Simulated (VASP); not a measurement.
# CaF2 (Fm-3m) in VASP: notebook

CaF2 is run at these levels: LDA; tasks: single point.

All numbers are computed with VASP 6.6.1; they aren't measurements. Logs are shortened: lines on timing, memory, paths and dates and some standing lists are left out, and cuts for length are marked.

### Step 1. The cell of the first run

It takes space group Fm-3m (No. 225, cubic). Conventional cell: a = 5.309 Å, b = 5.309 Å, c = 5.309 Å, α = 90.00°, β = 90.00°, γ = 90.00°. Ca (site symmetry m-3m) has 8 F at 2.30 Å within 3.0 Å. F (site symmetry -43m) has 4 Ca at 2.30 Å and 6 F at 2.65 Å within 3.0 Å.

### Step 2. Single point, LDA

File INCAR:

```
ALGO = Normal ; EDIFF = 1E-6
ENCUT = 600 ; GGA_COMPAT = False
ISIF = 2 ; ISMEAR = 0
LASPH = True ; LCHARG = True
LELF = True ; LREAL = False
LVHAR = True ; LWAVE = False
NBANDS = 19 ; NELM = 120
PREC = Accurate ; SIGMA = 0.01
```

File KPOINTS:

```
k-points
0
Gamma
  6 6 6
```

File POSCAR:

```
CaF2
1.0
    0.0000000000      2.6544420664      2.6544420664
    2.6544420664      0.0000000000      2.6544420664
    2.6544420664      2.6544420664      0.0000000000
Ca F
1 2
Direct
    0.0000000000      0.0000000000      0.0000000000
    0.2500000000      0.2500000000      0.2500000000
    0.7500000000      0.7500000000      0.7500000000
```

Potentials or basis: VASP PAW LDA potentials, release 64 (Ca_sv, F).

Run with:

```sh
cat potpaw_LDA.64/Ca_sv/POTCAR potpaw_LDA.64/F/POTCAR > POTCAR
mpirun -np 1 vasp_std > vasp.out
```

OUTCAR:

```text
EDIFF = 1E-6
   ENCUT = 600
   ISIF = 2
   ISMEAR = 0
   LASPH = True
   LREAL = False
   NELM = 120
   PREC = Accurate

 ion  position               nearest neighbor table
   1  0.000  0.000  0.000-   3 2.30   2 2.30   3 2.30   2 2.30   3 2.30   3 2.30   2 2.30   2 2.30

   2  0.250  0.250  0.250-   1 2.30   1 2.30   1 2.30   1 2.30
   3  0.750  0.750  0.750-   1 2.30   1 2.30   1 2.30   1 2.30

  LATTYP: Found a face centered cubic cell.
 ALAT       =     5.3088841328

  Lattice vectors:

 A1 = (   0.0000000000,   2.6544420664,   2.6544420664)
 A2 = (   2.6544420664,   0.0000000000,   2.6544420664)
 A3 = (   2.6544420664,   2.6544420664,   0.0000000000)

Analysis of symmetry for initial positions (statically):
=====================================================================
 Subroutine PRICEL returns:
 Original cell was already a primitive cell.

 Routine SETGRP: Setting up the symmetry group for a
 face centered cubic supercell.

 Subroutine GETGRP returns: Found 48 space group operations
 (whereof 48 operations were pure point group operations)
 out of a pool of 48 trial point group operations.

The static configuration has the point symmetry O_h .

Analysis of symmetry for dynamics (positions and initial velocities):
=====================================================================
 Subroutine PRICEL returns:
 Original cell was already a primitive cell.

 Routine SETGRP: Setting up the symmetry group for a
 face centered cubic supercell.

 Subroutine GETGRP returns: Found 48 space group operations
 (whereof 48 operations were pure point group operations)
 out of a pool of 48 trial point group operations.

The dynamic configuration has the point symmetry O_h .

 Subroutine INISYM returns: Found 48 space group operations
 (whereof 48 operations are pure point group operations),
 and found     1 'primitive' translations

----------------------------------------------------------------------------------------

                                     Primitive cell

  volume of cell :      37.4067

  direct lattice vectors                    reciprocal lattice vectors
     0.000000000  2.654442066  2.654442066    -0.188363501  0.188363501  0.188363501
[... 75 lines left out ...]
   LSORBIT =      F    spin-orbit coupling
   LASPH  =      T    aspherical Exc in radial PAW
   ENCUT  =  600.0 eV  44.10 Ry    6.64 a.u.   7.50  7.50  7.50*2*pi/ulx,y,z
   NELM   =    120;   NELMIN=  2; NELMDL= -5     # of ELM steps
   EDIFF  = 0.1E-05   stopping-criterion for ELM
   LREAL  =      F    real-space projection
   EDIFFG = 0.1E-04   stopping-criterion for IOM
   NSW    =      0    number of steps for IOM
   IBRION =     -1    ionic relax: 0-MD 1-quasi-New 2-CG
   NFREE  =      0    steps in history (QN), initial steepest desc. (CG)
   ISIF   =      2    stress and relaxation
   ISYM   =      2    0-nonsym 1-usesym 2-fastsym
   POTIM  = 0.5000    time-step for ionic-motion
   TEBEG  =    0.0;   TEEND  =   0.0 temperature during run
   PSTRESS=    0.0 pullay stress
   NELECT =      24.0000    total number of electrons
   NUPDOWN=      -1.0000    fix difference up-down
   EMIN   =  10.00;   EMAX   =-10.00  energy-range for DOS
   EFERMI =   0.00;   METHOD = LEGACY
   ISMEAR =     0;   SIGMA  =   0.01  broadening in eV -4-tet -1-fermi 0-gaus
   EFERMI_NEDOS =   21; number of points for ismear=-14 and -15
   IALGO  =     38    algorithm
   IMIX   =      4    mixing-type and parameters
     AMIX     =   0.40;   BMIX     =  1.00
     AMIX_MAG =   1.60;   BMIX_MAG =  1.00
  volume/ion in A,a.u.               =      12.47        84.14
  Fermi-wavevector in a.u.,A,eV,Ry     =   1.411980  2.668256 27.125780  1.993689
  Thomas-Fermi vector in A             =   2.533776
   LORBIT       =      0    0 simple, 1 ext, 2 COOP (PROOUT), +10 PAW based schemes
   GGA     = CA    functional components
   LHFCALC =     F    Hartree Fock is set to
   AEXX    =    0.0000 exact exchange contribution
   IVDW    =     0    specifies the selected vdW correction
   LEPSILON=     F    determine dielectric tensor
   LRPA    =     F    only Hartree local field effects (RPA)
 non-spin polarized calculation
 Gauss-broadening in eV      SIGMA  =   0.01
  energy-cutoff  :      600.00
  volume of cell :       37.41
 maximum number of plane-waves:      1272
 NGX is ok and might be reduce to    30
   NGX = 15   NGY = 15   NGZ = 15

 number of electron      24.0000005 magnetization

 Free energy of the ion-electron system (eV)
  ---------------------------------------------------
  ext. energy  EPLUGINS =         0.00000000
  ---------------------------------------------------
  free energy    TOTEN  =       -19.00754811 eV

  energy without entropy =      -19.00754811  energy(sigma->0) =      -19.00754811

 E-fermi :  -0.7465     XC(G=0): -10.8055

 val. band max:       -0.8734425895   @ k =   0.5000   0.5000   0.0000
 cond. band min:       6.5434693122   @ k =   0.0000   0.0000   0.0000
 fundamental gap:      7.4169119017
 Fermi energy:        -0.7465033285

 k-point     1 :       0.0000    0.0000    0.0000
  band No.  band energies     occupation
      1     -35.9217      2.00000
      2     -20.6228      2.00000
      3     -19.6637      2.00000
      4     -17.1584      2.00000
      5     -17.1584      2.00000
      6     -17.1584      2.00000
[... 329 lines left out ...]
      6     -16.4841      2.00000
[... 11 lines left out ...]
     18      14.0985      0.00000
     19      14.3405      0.00000

------------------------ aborting loop because EDIFF is reached ----------------------------------------

  FORCE on cell =-STRESS in cart. coord.  units (eV):
  Direction    XX          YY          ZZ          XY          YZ          ZX
  --------------------------------------------------------------------------------------
  -------------------------------------------------------------------------------------
  Total        0.3574492      0.3574492      0.3574492      0.0000000      0.0000000     -0.0000000
  in kB       15.3099981     15.3099981     15.3099981      0.0000000      0.0000000     -0.0000000
  external PRESSURE =      15.3099981 kB  Pullay stress =       0.0000000 kB

 VOLUME and BASIS-vectors are now :
 -----------------------------------------------------------------------------
  energy-cutoff  :      600.00
  volume of cell :       37.41
      direct lattice vectors                 reciprocal lattice vectors
     0.000000000  2.654442066  2.654442066    -0.188363501  0.188363501  0.188363501
     2.654442066  0.000000000  2.654442066     0.188363501 -0.188363501  0.188363501
     2.654442066  2.654442066  0.000000000     0.188363501  0.188363501 -0.188363501

 POSITION                                       TOTAL-FORCE (eV/Angst)
 -----------------------------------------------------------------------------------
      0.00000      0.00000      0.00000         0.000000      0.000000     -0.000000
      1.32722      1.32722      1.32722         0.000000      0.000000      0.000000
      3.98166      3.98166      3.98166        -0.000000     -0.000000     -0.000000
 -----------------------------------------------------------------------------------
    total drift:                                0.000000     -0.000000      0.000000

  FREE ENERGIE OF THE ION-ELECTRON SYSTEM (eV)
  ---------------------------------------------------
  free  energy   TOTEN  =       -19.0075481129 eV

  energy  without entropy=      -19.0075481129  energy(sigma->0) =      -19.00754811
```

It took 14 s on 1 thread of Intel Xeon 8259CL, shared host; peak memory 0.15 GiB.

Results:

```
Free energy            : -19.0075 eV
Pressure               : 1.5 GPa
Band gap on the k mesh : 7.42 eV (least direct gap 7.69 eV)
```

A k mesh can miss the band edges.

### Step 3. Single point, LDA

This run uses another cell than the first one, of 12.35 Å³/atom.

File INCAR:

```
SYSTEM = CaF2
PREC = Accurate
ENCUT = 600
EDIFF = 1E-6
ISMEAR = 0
SIGMA = 0.01
LREAL = .False.
LASPH = .True.
NELM = 120
ALGO = Normal
ISIF = 2
LWAVE = .False.
LCHARG = .True.
LELF = .True.
LVHAR = .True.
NBANDS = 19
GGA_COMPAT = .False.
```

File KPOINTS:

```
Automatic mesh
0
Gamma
  6 6 6
  0 0 0
```

File POSCAR:

```
CaF2
1.0
    0.0000000000      2.6463049991      2.6463049991
    2.6463049991      0.0000000000      2.6463049991
    2.6463049991      2.6463049991      0.0000000000
Ca F
1 2
Direct
    0.0000000000      0.0000000000      0.0000000000
    0.2500000000      0.2500000000      0.2500000000
    0.7500000000      0.7500000000      0.7500000000
```

Potentials or basis: VASP PAW LDA potentials, release 64 (Ca_sv, F).

Run with:

```sh
cat potpaw_LDA.64/Ca_sv/POTCAR potpaw_LDA.64/F/POTCAR > POTCAR
mpirun -np 1 vasp_std > vasp.out
```

Run time: 14 s. Hardware: 1 thread of Intel Xeon 8259CL, shared host; peak memory 0.15 GiB.

The run converged. Its results:

```yaml
Free_energy: -19.0024 eV
Pressure: 2.6 GPa
Band_gap_on_the_k_mesh: 7.47 eV (least direct gap 7.75 eV)
```

Levels at points of the mesh, in eV from the valence-band top:
```
           k point  band 9  band 10  band 11  band 12  band 13  band 14  band 15  band 16
(0.00, 0.00, 0.00)   -2.49    -0.28    -0.28    -0.28     7.47     9.37     9.37    11.96
(0.50, 0.00, 0.00)   -1.44    -1.39    -0.91    -0.91     9.65     9.65    10.28    10.76
(0.50, 0.50, 0.00)   -1.80    -0.44    -0.44     0.00     8.11     9.98    10.51    11.47
```

A k mesh can miss the band edges.

### Step 4. Single point, LDA

This run uses another cell than the first one, of 12.14 Å³/atom.

File INCAR:

```
PREC = Accurate ; ENCUT = 600
EDIFF = 1E-6 ; ISMEAR = 0
SIGMA = 0.01 ; LREAL = False
LASPH = True ; NELM = 120
ALGO = Normal ; ISIF = 2
LWAVE = False ; LCHARG = False
NBANDS = 19 ; GGA_COMPAT = False
```

File KPOINTS:

```
regular mesh
0
Gamma
  6 6 6
```

File POSCAR:

```
CaF2
1.0
    0.0000000000      2.6310137112      2.6310137112
    2.6310137112      0.0000000000      2.6310137112
    2.6310137112      2.6310137112      0.0000000000
Ca F
1 2
Direct
    0.0000000000      0.0000000000      0.0000000000
    0.2500000000      0.2500000000      0.2500000000
    0.7500000000      0.7500000000      0.7500000000
```

Run with:

```sh
cat potpaw_LDA.64/Ca_sv/POTCAR potpaw_LDA.64/F/POTCAR > POTCAR
mpirun -np 1 vasp_std > vasp.out
```

Wall time 14 s (1 thread of Intel Xeon 8259CL, shared host); peak memory 0.15 GiB.

It converged, with:

| Item | Value |
| --- | --- |
| Free energy | -18.9861 eV |
| Pressure | 4.6 GPa |
| Band gap on the k mesh | 7.58 eV (least direct gap 7.86 eV) |

Levels at points of the mesh, in eV from the valence-band top:
| k point | band 8 | band 9 | band 10 | band 11 | band 12 | band 13 | band 14 | band 15 | band 16 | band 17 |
| --- | --- | --- | --- | --- | --- | --- | --- | --- | --- | --- |
| (0.00, 0.00, 0.00) | -2.56 | -2.56 | -0.28 | -0.28 | -0.28 | 7.58 | 9.43 | 9.43 | 12.10 | 12.10 |
| (0.50, 0.00, 0.00) | -1.86 | -1.46 | -1.41 | -0.92 | -0.92 | 9.72 | 9.72 | 10.40 | 10.85 | 11.73 |
| (0.50, 0.50, 0.00) | -1.82 | -1.82 | -0.45 | -0.45 | 0.00 | 8.15 | 10.08 | 10.61 | 11.59 | 11.59 |

Caveat: the cell stands under pressure. A k mesh can miss the band edges.

### Step 5. Overview

| cell | gap on the mesh (eV) | pressure (GPa) |
| --- | --- | --- |
| a = 3.754 Å, angles 60.0°, 3 atoms | 7.42 | 1.5 |
| a = 3.742 Å, angles 60.0°, 3 atoms | 7.47 | 2.6 |
| a = 3.721 Å, angles 60.0°, 3 atoms | 7.58 | 4.6 |

Alike in all rows: task single point; level LDA; potentials or basis VASP PAW LDA potentials, release 64 (Ca_sv, F); no spin polarisation; k mesh 6 × 6 × 6; cutoff (eV) 600; smearing gaussian 0.01 eV.

Caveats: the cell stands under pressure (at least some runs).

Total energies depend on the potentials used, so only differences within one code and one set of settings carry meaning.
